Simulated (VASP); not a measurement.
Set up this calculation in VASP 6.6.1, as the native input.

* Task: single point
* Functional: LDA
* Potentials or basis: VASP PAW LDA potentials, release 64 (Bi_d, Rh_pv)
* Cutoff: 520 eV
* k mesh: 12 × 12 × 7
* Occupations: fermi-dirac, width 0.03 eV
* Spin: no spin polarisation
* Dipole correction: no
* Further INCAR settings: ALGO = Normal; EDIFF = 1e-07; NBANDS = 38

The structure of BiRh lies in POSCAR:

```
BiRh
1.0
    4.1076022964      0.0000000000      0.0000000000
   -2.0538011482      3.5572879373      0.0000000000
    0.0000000000      0.0000000000      5.6818140917
Bi Rh
2 2
Direct
    0.3333333333      0.6666666667      0.2500000000
    0.6666666667      0.3333333333      0.7500000000
    0.0000000000      0.0000000000      0.0000000000
    0.0000000000      0.0000000000      0.5000000000
```

This cell differs from its parent crystal: volume scaled by 1.01.

These files were run (other wordings do the same):

INCAR

```
PREC = Accurate
ENCUT = 520
EDIFF = 1E-7
ISMEAR = -1
SIGMA = 0.03
LREAL = F
LASPH = T
NELM = 60
ALGO = Normal
ISIF = 2
LWAVE = F
LCHARG = T
GGA = CA
LELF = T
LVHAR = T
NBANDS = 38
```

KPOINTS

```
regular mesh
0
Gamma
  12 12 7
```

Potentials or basis: VASP PAW LDA potentials, release 64 (Bi_d, Rh_pv).

Command:

```sh
$ cat potpaw_LDA.64/Bi_d/POTCAR potpaw_LDA.64/Rh_pv/POTCAR > POTCAR
$ mpirun -np 1 vasp_std > vasp.out
```

Results of the run:

The pressure is -3.6 GPa and the band gap on the k mesh is zero (band 30 reaches 11.23 eV, above the bottom of band 31 at 8.70 eV).

Caveat: spin-orbit coupling is left out, which moves the levels of the heavy elements.

It took 3.4 min on 1 thread of Oxide Virtual Turin-like Processor, with other jobs on the host, peak memory 0.27 GiB.
